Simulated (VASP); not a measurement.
# Nb in VASP: a series of runs

Runs on Nb. Level: PBEsol. Tasks: single point.

Program: VASP 6.6.1. These are calculated values, not measurements. Logs are shortened: lines on timing, memory, paths and dates and some standing lists are left out, and cuts for length are marked.

## Step 1: The cell of the first run

The structure is cubic, space group Im-3m (No. 229). Conventional cell: a = 3.278 Å, b = 3.278 Å, c = 3.278 Å, α = 90.00°, β = 90.00°, γ = 90.00°. Within 3.7 Å of Nb (site symmetry m-3m) lie 14 Nb at 2.84 to 3.28 Å.

## Step 2: Single point, PBEsol (strain -0.015 along x and y, -0.015 along z)

The input, INCAR:

```
PREC = Accurate ; ENCUT = 520
EDIFF = 1E-7 ; ISMEAR = 0
SIGMA = 0.15 ; LREAL = F
LASPH = T ; NELM = 60
ALGO = Normal ; ISIF = 2
LWAVE = F ; LCHARG = F
GGA = PS ; NBANDS = 12
```

The input, KPOINTS:

```
Automatic mesh
0
Gamma
  20 20 20
```

The input, POSCAR:

```
Nb
1.0
   -1.6389907500      1.6389907500      1.6389907500
    1.6389907500     -1.6389907500      1.6389907500
    1.6389907500      1.6389907500     -1.6389907500
Nb
1
Direct
    0.0000000000      0.0000000000      0.0000000000
```

Potentials or basis: VASP PAW PBE potentials, release 64 (Nb_sv).

Started as:

```sh
> cat potpaw_PBE.64/Nb_sv/POTCAR > POTCAR
> mpirun -np 1 vasp_std > vasp.out
```

OUTCAR:

```text
PREC = Accurate
   ENCUT = 520
   EDIFF = 1E-7
   ISMEAR = 0
   LREAL = F
   LASPH = T
   NELM = 60
   ISIF = 2
   GGA = PS

 ion  position               nearest neighbor table
   1  0.000  0.000  0.000-

  LATTYP: Found a body centered cubic cell.
 ALAT       =     3.2779815000

  Lattice vectors:

 A1 = (  -1.6389907500,   1.6389907500,   1.6389907500)
 A2 = (   1.6389907500,  -1.6389907500,   1.6389907500)
 A3 = (   1.6389907500,   1.6389907500,  -1.6389907500)

Analysis of symmetry for initial positions (statically):
=====================================================================
 Subroutine PRICEL returns:
 Original cell was already a primitive cell.

 Routine SETGRP: Setting up the symmetry group for a
 body centered cubic supercell.

 Subroutine GETGRP returns: Found 48 space group operations
 (whereof 48 operations were pure point group operations)
 out of a pool of 48 trial point group operations.

The static configuration has the point symmetry O_h .

Analysis of symmetry for dynamics (positions and initial velocities):
=====================================================================
 Subroutine PRICEL returns:
 Original cell was already a primitive cell.

 Routine SETGRP: Setting up the symmetry group for a
 body centered cubic supercell.

 Subroutine GETGRP returns: Found 48 space group operations
 (whereof 48 operations were pure point group operations)
 out of a pool of 48 trial point group operations.

The dynamic configuration has the point symmetry O_h .

 Subroutine INISYM returns: Found 48 space group operations
 (whereof 48 operations are pure point group operations),
 and found     1 'primitive' translations

----------------------------------------------------------------------------------------

                                     Primitive cell

  volume of cell :      17.6112

  direct lattice vectors                    reciprocal lattice vectors
    -1.638990750  1.638990750  1.638990750     0.000000000  0.305065785  0.305065785
     1.638990750 -1.638990750  1.638990750     0.305065785  0.000000000  0.305065785
     1.638990750  1.638990750 -1.638990750     0.305065785  0.305065785  0.000000000

  length of vectors
     2.838815252  2.838815252  2.838815252     0.431428171  0.431428171  0.431428171

  position of ions in fractional coordinates (direct lattice)
     0.000000000  0.000000000  0.000000000

  ion indices of the primitive-cell ions
   primitive index   ion index
                 1           1

----------------------------------------------------------------------------------------

 KPOINTS: Automatic mesh

Automatic generation of k-mesh.
 Grid dimensions read from file:
 generate k-points for:   20   20   20

 Generating k-lattice:

  Cartesian coordinates                     Fractional coordinates (reciprocal lattice)
     0.000000000  0.015253289  0.015253289     0.050000000  0.000000000  0.000000000
     0.015253289  0.000000000  0.015253289     0.000000000  0.050000000  0.000000000
     0.015253289  0.015253289  0.000000000     0.000000000  0.000000000  0.050000000

  Length of vectors
     0.021571409  0.021571409  0.021571409

  Shift w.r.t. Gamma in fractional coordinates (k-lattice)
     0.000000000  0.000000000  0.000000000

 Subroutine IBZKPT returns following result:
 ===========================================

 Found    256 irreducible k-points:

 Following reciprocal coordinates:
            Coordinates               Weight
  0.000000  0.000000  0.000000      1.000000
  0.050000  0.000000  0.000000     12.000000
  0.100000  0.000000  0.000000     12.000000
  0.150000  0.000000  0.000000     12.000000
  0.200000  0.000000  0.000000     12.000000
  0.250000  0.000000  0.000000     12.000000
[... 16 lines left out ...]
  0.200000  0.100000  0.000000     48.000000
  0.250000  0.100000  0.000000     48.000000
 [... further k-points ...]
   k-points           NKPTS =    256   k-points in BZ     NKDIM =    256   number of bands    NBANDS=     12
   number of dos      NEDOS =    301   number of ions     NIONS =      1
   total plane-waves  NPLWV =  13824
   dimension x,y,z NGX =    24 NGY =   24 NGZ =   24
   dimension x,y,z NGXF=    48 NGYF=   48 NGZF=   48
   ions per type =               1
   NGX,Y,Z   is equivalent  to a cutoff of  14.05, 14.05, 14.05 a.u.
   NGXF,Y,Z  is equivalent  to a cutoff of  28.11, 28.11, 28.11 a.u.
 SYSTEM =  unknown system
   PREC   = accura    normal or accurate (medium, high low for compatibility)
   ISTART =      0    job   : 0-new  1-cont  2-samecut
   ICHARG =      2    charge: 1-file 2-atom 10-const
   ISPIN  =      1    spin polarized calculation?
   LNONCOLLINEAR =      F non collinear calculations
   LSORBIT =      F    spin-orbit coupling
   LASPH  =      T    aspherical Exc in radial PAW
   ENCUT  =  520.0 eV  38.22 Ry    6.18 a.u.   5.28  5.28  5.28*2*pi/ulx,y,z
   NELM   =     60;   NELMIN=  2; NELMDL= -5     # of ELM steps
   EDIFF  = 0.1E-06   stopping-criterion for ELM
   LREAL  =      F    real-space projection
   EDIFFG = 0.1E-05   stopping-criterion for IOM
   NSW    =      0    number of steps for IOM
   IBRION =     -1    ionic relax: 0-MD 1-quasi-New 2-CG
   NFREE  =      0    steps in history (QN), initial steepest desc. (CG)
   ISIF   =      2    stress and relaxation
   ISYM   =      2    0-nonsym 1-usesym 2-fastsym
   POTIM  = 0.5000    time-step for ionic-motion
   TEBEG  =    0.0;   TEEND  =   0.0 temperature during run
   PSTRESS=    0.0 pullay stress
   NELECT =      13.0000    total number of electrons
   NUPDOWN=      -1.0000    fix difference up-down
   EMIN   =  10.00;   EMAX   =-10.00  energy-range for DOS
   EFERMI =   0.00;   METHOD = LEGACY
   ISMEAR =     0;   SIGMA  =   0.15  broadening in eV -4-tet -1-fermi 0-gaus
   EFERMI_NEDOS =   21; number of points for ismear=-14 and -15
   IALGO  =     38    algorithm
   IMIX   =      4    mixing-type and parameters
     AMIX     =   0.40;   BMIX     =  1.00
     AMIX_MAG =   1.60;   BMIX_MAG =  1.00
  volume/ion in A,a.u.               =      17.61       118.85
  Fermi-wavevector in a.u.,A,eV,Ry     =   1.479538  2.795921 29.783597  2.189033
  Thomas-Fermi vector in A             =   2.593683
   LORBIT       =      0    0 simple, 1 ext, 2 COOP (PROOUT), +10 PAW based schemes
   GGA     = PS    functional components
   LHFCALC =     F    Hartree Fock is set to
   AEXX    =    0.0000 exact exchange contribution
   IVDW    =     0    specifies the selected vdW correction
   LEPSILON=     F    determine dielectric tensor
   LRPA    =     F    only Hartree local field effects (RPA)
 non-spin polarized calculation
 Gauss-broadening in eV      SIGMA  =   0.15
  energy-cutoff  :      520.00
  volume of cell :       17.61
 maximum number of plane-waves:       490
 NGX is ok and might be reduce to    24
   NGX = 11   NGY = 11   NGZ = 11

 number of electron      13.0000001 magnetization

 Free energy of the ion-electron system (eV)
  ---------------------------------------------------
  ext. energy  EPLUGINS =         0.00000000
  ---------------------------------------------------
  free energy    TOTEN  =       -10.96052505 eV

  energy without entropy =      -10.94468776  energy(sigma->0) =      -10.95260641

 E-fermi :  11.3684     XC(G=0): -12.7461

 val. band max:       11.3664599915   @ k =  -0.1500   0.2000   0.0500
 cond. band min:      11.3750802717   @ k =  -0.2500   0.2500   0.1500
 fundamental gap:      0.0086202802
 Fermi energy:        11.3683582429

 k-point     1 :       0.0000    0.0000    0.0000
  band No.  band energies     occupation
      1     -42.8782      2.00000
      2     -18.1434      2.00000
      3     -18.1434      2.00000
      4     -18.1434      2.00000
      5       5.3470      2.00000
      6      11.7209      0.00089
      7      11.7209      0.00089
      8      11.7209      0.00089
      9      14.7066      0.00000
     10      14.7066      0.00000
     11      25.6338      0.00000
     12      25.6338      0.00000

 k-point     2 :       0.0500    0.0000    0.0000
  band No.  band energies     occupation
      1     -42.8717      2.00000
      2     -18.1824      2.00000
      3     -18.1551      2.00000
      4     -18.1437      2.00000
      5       5.4542      2.00000
      6      11.6539      0.00710
      7      11.7060      0.00146
      8      11.8233      0.00002
      9      14.5993      0.00000
     10      14.7063      0.00000
     11      25.7247      0.00000
     12      25.8187      0.00000

 k-point     3 :       0.1000    0.0000    0.0000
  band No.  band energies     occupation
      1     -42.8529      2.00000
      2     -18.2947      2.00000
      3     -18.1891      2.00000
      4     -18.1447      2.00000
      5       5.7636      2.00000
      6      11.4660      0.35709
      7      11.6449      0.00913
      8      12.1272      0.00000
      9      14.3548      0.00000
     10      14.7098      0.00000
     11      25.9607      0.00000
     12      26.3588      0.00000
[... 286 lines left out ...]
 k-point    23 :       0.2000    0.1000    0.0000
  band No.  band energies     occupation
      1     -42.7313      2.00000
      2     -18.9480      2.00000
      3     -18.3855      2.00000
      4     -18.1989      2.00000
      5       7.5923      2.00000
      6      10.5470      2.00000
      7      10.9219      1.99997
      8      13.8841      0.00000
      9      14.5871      0.00000
     10      15.1407      0.00000
     11      26.2252      0.00000
     12      27.4357      0.00000

 k-point    24 :       0.2500    0.1000    0.0000
  band No.  band energies     occupation
      1     -42.6912      2.00000
      2     -19.1439      2.00000
      3     -18.4676      2.00000
      4     -18.2035      2.00000
      5       7.9353      2.00000
      6      10.2585      2.00000
      7      11.0728      1.99467
      8      14.0767      0.00000
      9      15.2552      0.00000
     10      15.5744      0.00000
     11      25.3959      0.00000
     12      26.7843      0.00000

 [... further k-points ...]
[... 5 lines left out ...]
  --------------------------------------------------------------------------------------
  -------------------------------------------------------------------------------------
  Total       -0.1510793     -0.1510793     -0.1510793      0.0000000     -0.0000000     -0.0000000
  in kB      -13.7444094    -13.7444094    -13.7444094      0.0000000     -0.0000000     -0.0000000
  external PRESSURE =     -13.7444094 kB  Pullay stress =       0.0000000 kB

 VOLUME and BASIS-vectors are now :
 -----------------------------------------------------------------------------
  energy-cutoff  :      520.00
  volume of cell :       17.61
      direct lattice vectors                 reciprocal lattice vectors
    -1.638990750  1.638990750  1.638990750     0.000000000  0.305065785  0.305065785
     1.638990750 -1.638990750  1.638990750     0.305065785  0.000000000  0.305065785
     1.638990750  1.638990750 -1.638990750     0.305065785  0.305065785  0.000000000

 POSITION                                       TOTAL-FORCE (eV/Angst)
 -----------------------------------------------------------------------------------
      0.00000      0.00000      0.00000         0.000000      0.000000     -0.000000
 -----------------------------------------------------------------------------------
    total drift:                                0.000000      0.000000      0.000000

  FREE ENERGIE OF THE ION-ELECTRON SYSTEM (eV)
  ---------------------------------------------------
  free  energy   TOTEN  =       -10.9605250545 eV

  energy  without entropy=      -10.9446877578  energy(sigma->0) =      -10.95260641
```

Wall time 32 s (1 thread of Intel Xeon 6975P-C, shared host); peak memory 0.18 GiB.

Results:

```yaml
Free_energy: -10.9605 eV
Pressure: -1.4 GPa
```

Caveat: the cell differs from its parent crystal (strain -0.015 along x and y, -0.015 along z); the PAW data sets were made with another functional, which shifts forces and pressure a little.

## Step 3: Single point, PBEsol (strain +0.030 along x and y, +0.030 along z)

The input, INCAR:

```
PREC     = Accurate       # precision mode
ENCUT    = 520            # plane-wave cutoff, eV
EDIFF    = 1E-7           # SCF threshold, eV
ISMEAR   = 0              # smearing method
SIGMA    = 0.15           # smearing width, eV
LREAL    = False          # projectors in reciprocal space
LASPH    = True           # aspherical terms in the spheres
NELM     = 100            # most SCF steps
ALGO     = Normal         # electronic algorithm
ISIF     = 2              # what is computed and relaxed
LWAVE    = False          # write WAVECAR
LCHARG   = False          # write CHGCAR
GGA      = PS             # functional
NBANDS   = 12             # bands
```

KPOINTS is that of step 2.

The input, POSCAR:

```
Nb
1.0
   -1.7138685000      1.7138685000      1.7138685000
    1.7138685000     -1.7138685000      1.7138685000
    1.7138685000      1.7138685000     -1.7138685000
Nb
1
Direct
    0.0000000000      0.0000000000      0.0000000000
```

Potentials or basis: VASP PAW PBE potentials, release 64 (Nb_sv).

Started as:

```sh
> cat potpaw_PBE.64/Nb_sv/POTCAR > POTCAR
> mpirun -np 1 vasp_std > vasp.out
```

Wall time 31 s (1 thread of Intel Xeon 6975P-C, shared host); peak memory 0.19 GiB.

The run converged. Its results:

| Item | Value |
| --- | --- |
| Free energy | -10.7795 eV |
| Pressure | -19.7 GPa |

Levels at points of the mesh, in eV from the Fermi level:
| k point | band 3 | band 4 | band 5 | band 6 | band 7 | band 8 | band 9 | band 10 |
| --- | --- | --- | --- | --- | --- | --- | --- | --- |
| (0.00, 0.00, 0.00) | -29.96 | -29.96 | -5.74 | 0.38 | 0.38 | 0.38 | 2.93 | 2.93 |
| (0.50, 0.00, 0.00) | -30.27 | -29.97 | -3.31 | -1.37 | 1.80 | 2.90 | 3.50 | 5.54 |
| (0.50, 0.50, 0.50) | -30.63 | -30.63 | -3.14 | -3.14 | 4.90 | 4.90 | 4.90 | 8.15 |

Caveat: the cell differs from its parent crystal (strain +0.030 along x and y, +0.030 along z); the PAW data sets were made with another functional, which shifts forces and pressure a little.

## Step 4: Single point, PBEsol (strain -0.030 along x and y, +0.000 along z)

The input, INCAR:

```
ALGO     = Fast           # electronic algorithm
EDIFF    = 1E-6           # SCF threshold, eV
ENCUT    = 520            # plane-wave cutoff, eV
GGA      = PS             # functional
ISIF     = 2              # what is computed and relaxed
ISMEAR   = 0              # smearing method
LASPH    = T              # aspherical terms in the spheres
LCHARG   = F              # write CHGCAR
LREAL    = F              # projectors in reciprocal space
LWAVE    = F              # write WAVECAR
NBANDS   = 12             # bands
NELM     = 100            # most SCF steps
PREC     = Accurate       # precision mode
SIGMA    = 0.15           # smearing width, eV
```

The input, KPOINTS:

```
k-points
0
Gamma
  20 20 20
```

The input, POSCAR:

```
Nb
1.0
   -1.6140315000      1.6140315000      1.6639500000
    1.6140315000     -1.6140315000      1.6639500000
    1.6140315000      1.6140315000     -1.6639500000
Nb
1
Direct
    0.0000000000      0.0000000000      0.0000000000
```

Started as:

```sh
> cat potpaw_PBE.64/Nb_sv/POTCAR > POTCAR
> mpirun -np 1 vasp_std > vasp.out
```

Wall time 2.4 min (1 thread of Intel Xeon 6975P-C, shared host); peak memory 0.25 GiB.

Results (log left out):

```yaml
Free_energy: -10.9557 eV
Pressure: 1.5 GPa
```

Stress tensor (GPa, compression positive):
```
 2.90  0.00  0.00
 0.00  2.90  0.00
 0.00  0.00 -1.20
```

Levels at points of the mesh, in eV from the Fermi level:
```csv
k point,band 2,band 3,band 4,band 5,band 6,band 7,band 8,band 9,band 10,band 11
"(0.00, 0.00, 0.00)",-29.46,-29.46,-29.46,-6.05,0.24,0.24,0.59,3.14,3.61,13.96
"(0.50, 0.00, 0.00)",-31.00,-29.93,-29.47,-3.90,-1.66,2.39,3.21,4.16,6.69,11.75
"(0.50, 0.50, 0.00)",-30.99,-29.97,-29.50,-3.94,-2.03,2.63,3.75,4.32,6.78,11.68
"(0.50, 0.50, 0.50)",-30.57,-30.47,-30.47,-4.01,-3.93,5.82,5.94,5.94,8.89,9.61
```

Caveat: the cell differs from its parent crystal (strain -0.030 along x and y, +0.000 along z); the PAW data sets were made with another functional, which shifts forces and pressure a little.

## Step 5: Summary

```csv
cell,gap on the mesh (eV),pressure (GPa)
"a = 2.839 Å, angles 109.5°, 1 atom",none,-1.4
"a = 2.969 Å, angles 109.5°, 1 atom",none,-19.7
"a = 2.825 Å, angles 110.3, 110.3, 107.8°, 1 atom",none,1.5
```

Alike in all rows: task single point; level PBEsol; potentials or basis VASP PAW PBE potentials, release 64 (Nb_sv); no spin polarisation; k mesh 20 × 20 × 20; cutoff (eV) 520; smearing gaussian 0.15 eV.

Caveats: the PAW data sets were made with another functional, which shifts forces and pressure a little.

Total energies depend on the potentials used, so only differences within one code and one set of settings carry meaning.
